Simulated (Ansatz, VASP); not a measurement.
## CoO: VASP beside Ansatz

```
CELL_PARAMETERS angstrom
1.50547 0.86918 2.43993
-1.50547 0.86918 2.43993
0.00000 -1.73837 2.43993
ATOMIC_POSITIONS crystal
Co 0.00000 0.00000 0.00000
O 0.50000 0.50000 0.50000
```

Alike in both runs: task single point; functional PBE; k mesh 12 × 12 × 12; occupations gaussian, width 0.02 eV; collinear spin; Hubbard terms Co d U = 3.32 eV.

|  | VASP | Ansatz |
| --- | --- | --- |
| version | VASP 6.6.1 | Ansatz 0.2.0 |
| potentials or method | VASP PAW PBE potentials, release 64 (Co, O), cutoff 520 eV | scalar-relativistic, plane waves, PAW |
| valence electrons in the cell | 15 | 23 |

|  | VASP | Ansatz | Ansatz less VASP |
| --- | --- | --- | --- |
| pressure (GPa) | 1.7 | 10.5 | +8.75 |
| traceless stress, the component that is largest in VASP (GPa) | -1.00 | 1.12 | +2.117 |
| net moment per atom (μB) | 1.50 | 1.50 | 0.000 |
| size of the moment on the site where the two differ most (μB) | 2.73 | 2.60 | -0.130 |

Site moments also hang on the region over which each program counts them. The programs project onto different local orbitals, so the same U acts differently, and such runs can settle in different states. VASP's potentials hold 15 valence electrons a cell and Ansatz's 23, so a difference there can come from the potentials and not from the codes. Ansatz's warnings: given moment on shells, reached outside group, stability check not made.
